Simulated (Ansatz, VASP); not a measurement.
## BN in VASP and in Ansatz

INCAR

```
ALGO     = Normal         # electronic algorithm
EDIFF    = 1E-6           # SCF threshold, eV
ENCUT    = 520            # plane-wave cutoff, eV
GGA      = PS             # functional
ISIF     = 2              # what is computed and relaxed
ISMEAR   = 0              # smearing method
LASPH    = True           # aspherical terms in the spheres
LCHARG   = False          # write CHGCAR
LREAL    = False          # projectors in reciprocal space
LWAVE    = False          # write WAVECAR
NBANDS   = 16             # bands
NELM     = 80             # most SCF steps
PREC     = Accurate       # precision mode
SIGMA    = 0.05           # smearing width, eV
```

File KPOINTS:

```
k-points
0
Gamma
  12 12 6
```

POSCAR

```
BN
1.0
    2.5539396017      0.0000000000      0.0000000000
   -1.2769698009      2.2117765748      0.0000000000
    0.0000000000      0.0000000000      4.2268550000
B N
2 2
Direct
    0.6666666667      0.3333333333      0.9997240000
    0.3333333333      0.6666666667      0.4997240000
    0.7540105546      0.3972734970      0.6489342518
    0.3333333333      0.6666666667      0.1252760000
```

Input for Ansatz:

```yaml
crystal:
  lattice:
    - [2.5539396017, 0.0, 0.0]
    - [-1.2769698009, 2.2117765748, 0.0]
    - [0.0, 0.0, 4.226855]
  atoms:
    - { symbol: B, position: [0.6666666667, 0.3333333333, 0.999724] }
    - { symbol: B, position: [0.3333333333, 0.6666666667, 0.499724] }
    - { symbol: "N", position: [0.7540105546, 0.397273497, 0.6489342518] }
    - { symbol: "N", position: [0.3333333333, 0.6666666667, 0.125276] }
basis:
  ecutwfc: 650.0
kpoints:
  mp_grid: { grid: [12, 12, 6] }
hamiltonian:
  xc: pbesol
scf:
  occupations: { method: gaussian, width: 0.05 }
output:
  forces: true
  stress: true
  eigenvalues: true
```

Alike in both runs: task single point; functional PBEsol; k mesh 12 × 12 × 6; occupations gaussian, width 0.05 eV; no spin polarisation.

|  | VASP | Ansatz |
| --- | --- | --- |
| version | VASP 6.6.1 | Ansatz 0.2.0 |
| potentials or method | VASP PAW PBE potentials, release 64 (B, N), cutoff 520 eV | scalar-relativistic, plane waves, PAW |
| valence electrons in the cell | 16 | 16 |

VASP gave:

* gap on the k mesh at the Fermi level (eV): 3.55
* least direct gap on the mesh (eV): 7.07
* pressure (GPa): 1.5
* traceless stress, the component that is largest in VASP (GPa): 5.11
* rms of the force components (eV/Å): 2.013

Question: What did Ansatz give for the same quantities?

Answer: gap on the k mesh at the Fermi level (eV): 3.56; least direct gap on the mesh (eV): 7.07; pressure (GPa): 1.0; traceless stress, the component that is largest in VASP (GPa): 4.98; rms of the force components (eV/Å): 2.004.

VASP's potentials were made for PBE, not for PBEsol. Atom by atom the forces differ by 0.011 eV/Å (rms over components).
